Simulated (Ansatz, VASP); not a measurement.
## Two plane-wave programs on GaSb3

The input INCAR:

```
SYSTEM = GaSb3
  PREC = Accurate
  ENCUT = 500
  EDIFF = 1E-6
  ISMEAR = 0
  SIGMA = 0.1
  LREAL = .False.
  LASPH = .True.
  NELM = 120
  ALGO = Normal
  ISIF = 2
  LWAVE = .False.
  LCHARG = .True.
  GGA = PE
  LELF = .True.
  LVHAR = .True.
  NBANDS = 22
  GGA_COMPAT = .False.
```

Contents of KPOINTS:

```
Automatic mesh
0
Gamma
  4 4 4
  0 0 0
```

POSCAR

```
GaSb3
1.0
   -3.0225304876      3.0225304876      3.0225304876
    3.0225304876     -3.0225304876      3.0225304876
    3.0225304876      3.0225304876     -3.0225304876
Ga Sb
1 3
Direct
    0.0000000000      0.0000000000      0.0000000000
    0.0000000000      0.5000000000      0.5000000000
    0.5000000000      0.0000000000      0.5000000000
    0.5000000000      0.5000000000      0.0000000000
```

Input for Ansatz:

```yaml
crystal:
  lattice:
    - [-3.0225304876, 3.0225304876, 3.0225304876]
    - [3.0225304876, -3.0225304876, 3.0225304876]
    - [3.0225304876, 3.0225304876, -3.0225304876]
  atoms:
    - { symbol: Ga, position: [0.0, 0.0, 0.0] }
    - { symbol: Sb, position: [0.0, 0.5, 0.5] }
    - { symbol: Sb, position: [0.5, 0.0, 0.5] }
    - { symbol: Sb, position: [0.5, 0.5, 0.0] }
basis:
  ecutwfc: 420
kpoints:
  mp_grid: { grid: [4, 4, 4] }
hamiltonian:
  xc: pbe
scf:
  occupations: { method: gaussian, width: 0.1 }
  lower_state_search: "off"
output:
  forces: true
  stress: true
  eigenvalues: true
```

Alike in both runs: task single point; functional PBE; k mesh 4 × 4 × 4; occupations gaussian, width 0.1 eV; no spin polarisation.

```csv
,VASP,Ansatz
version,VASP 6.6.1,Ansatz 0.2.0
potentials or method,"VASP PAW PBE potentials, release 64 (Ga_d, Sb), cutoff 500 eV","scalar-relativistic, plane waves, PAW"
valence electrons in the cell,28,58
```

|  | VASP | Ansatz | Ansatz less VASP |
| --- | --- | --- | --- |
| gap on the k mesh at the Fermi level (eV) | none | none | - |
| pressure (GPa) | -0.5 | -0.5 | 0.00 |

A gap of «none» marks a metal or a gap that the smearing closes. The functional is the same, so the differences come from potentials, cutoffs and numerics. VASP's potentials hold 28 valence electrons a cell and Ansatz's 58, so a difference there can come from the potentials and not from the codes.

The k mesh is coarse, so the values compare programs but aren't converged. Spin-orbit coupling is off throughout.
